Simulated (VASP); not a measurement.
Co: single point with PBE

The system is Co.

```
Co
1.0
     2.26532    0.00000    0.00000
    -1.13266    1.96182    0.00000
     0.00000    0.00000    3.66370
Co
2
Cartesian
  1.1327 0.6539 0.9159
  0.0000 1.3079 2.7478
```

```
Program                : VASP 6.6.1
Task                   : single point
Functional             : PBE
Potentials or basis    : VASP PAW PBE potentials, release 64 (Co)
Cutoff                 : 520 eV
k mesh                 : 24 × 24 × 12
Occupations            : gaussian, width 0.15 eV
Spin                   : collinear spin, ferromagnetic start
Starting moments       : [1.65, 1.65] μB
Fixed moment           : 3.3 μB
Dipole correction      : no
Further INCAR settings : ALGO = Normal; EDIFF = 1e-07; NBANDS = 20
```

| Item | Value |
| --- | --- |
| Pressure | 127.2 GPa |
| Net moment | 3.30 μB per cell |
| Site moments | Co +1.61 μB |

Stress tensor (GPa, compression positive):
```
126.47   0.00   0.00
  0.00 126.47   0.00
  0.00   0.00 128.72
```

Wall time 2.6 min on 1 thread of AMD EPYC 9R45 96-Core Processor (Zen 5) (shared host), peak memory 0.26 GiB.

Caveat: the cell stands under pressure; the total moment is fixed, so each spin has its own Fermi level.
